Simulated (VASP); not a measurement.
A run of VASP 6.6.1 is set up as follows.

The input INCAR:

```
SYSTEM = Pb
PREC     = Accurate       ! precision mode
ENCUT    = 500            ! plane-wave cutoff, eV
EDIFF    = 1E-7           ! SCF threshold, eV
ISMEAR   = 0              ! smearing method
SIGMA    = 0.1            ! smearing width, eV
LREAL    = .False.        ! projectors in reciprocal space
LASPH    = .True.         ! aspherical terms in the spheres
NELM     = 120            ! most SCF steps
ALGO     = Normal         ! electronic algorithm
ISIF     = 3              ! what is computed and relaxed
LWAVE    = .False.        ! write WAVECAR
LCHARG   = .False.        ! write CHGCAR
GGA      = PS             ! functional
IBRION   = 2              ! ionic algorithm
NSW      = 70             ! ionic steps
EDIFFG   = -0.004         ! ionic threshold
PSTRESS  = 187.5        
GGA_COMPAT= .False.      
NELMIN   = 4
```

The input KPOINTS:

```
regular mesh
0
Gamma
  16 16 16
  0 0 0
```

Contents of POSCAR:

```
Pb
1.0
    0.0000000000      2.2878876735      2.2878876735
    2.2878876735      0.0000000000      2.2878876735
    2.2878876735      2.2878876735      0.0000000000
Pb
1
Direct
    0.0000000000      0.0000000000      0.0000000000
```

Potentials or basis: VASP PAW PBE potentials, release 64 (Pb_d).

Run with:

```sh
$ cat potpaw_PBE.64/Pb_d/POTCAR > POTCAR
$ mpirun -np 1 vasp_std > vasp.out
```

Task: Predict the relaxed cell.

Result: a = 3.235 Å, b = 3.235 Å, c = 3.235 Å, α = 60.00°, β = 60.00°, γ = 60.00°.

Task: Estimate the band gap on the k mesh.

Result: Zero (bands 7 and 8 overlap by 11.54 eV).

Task: What does it give for the space group after relaxing (to 0.1 Å)?

Result: Fm-3m (No. 225).

Final structure:
```
CELL_PARAMETERS angstrom
0.00000 2.28722 2.28722
2.28722 0.00000 2.28722
2.28722 2.28722 0.00000
ATOMIC_POSITIONS crystal
Pb 0.00000 0.00000 0.00000
```

Caveat: the cell is relaxed towards a set pressure, so the run minimises the enthalpy, not the energy; spin-orbit coupling is left out, which moves the levels of the heavy elements.
